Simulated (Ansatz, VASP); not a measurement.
## Si2Sb: VASP beside Ansatz

```xyz
6
Lattice="5.7517 0.0000 0.0000 0.0000 5.7517 0.0000 0.0000 0.0000 3.7047" Properties=species:S:1:pos:R:3 pbc="T T T"
Si    1.7600    1.7600    0.0000
Si    1.1158    4.6359    1.8523
Si    3.9917    3.9917    0.0000
Si    4.6359    1.1158    1.8523
Sb    0.0000    0.0000    0.0000
Sb    2.8759    2.8759    1.8523
```

Alike in both runs: task single point; functional r2SCAN; k mesh 4 × 4 × 6; occupations gaussian, width 0.1 eV; no spin polarisation.

```csv
,VASP,Ansatz
version,VASP 6.6.1,Ansatz 0.2.0
potentials or method,"VASP PAW PBE potentials, release 64 (Si, Sb), cutoff 520 eV","scalar-relativistic, plane waves, PAW"
valence electrons in the cell,26,46
```

|  | VASP | Ansatz | Ansatz less VASP |
| --- | --- | --- | --- |
| gap on the k mesh at the Fermi level (eV) | none | none | - |
| rms of the force components (eV/Å) | 0.578 | 0.565 | -0.0126 |

VASP's potentials were made for PBE, not for r2SCAN. Atom by atom the forces differ by 0.013 eV/Å (rms over components). A gap of «none» marks a metal or a gap that the smearing closes. The functional is the same, so the differences come from potentials, cutoffs and numerics. VASP's potentials hold 26 valence electrons a cell and Ansatz's 46, so a difference there can come from the potentials and not from the codes.

Spin-orbit coupling is off throughout.
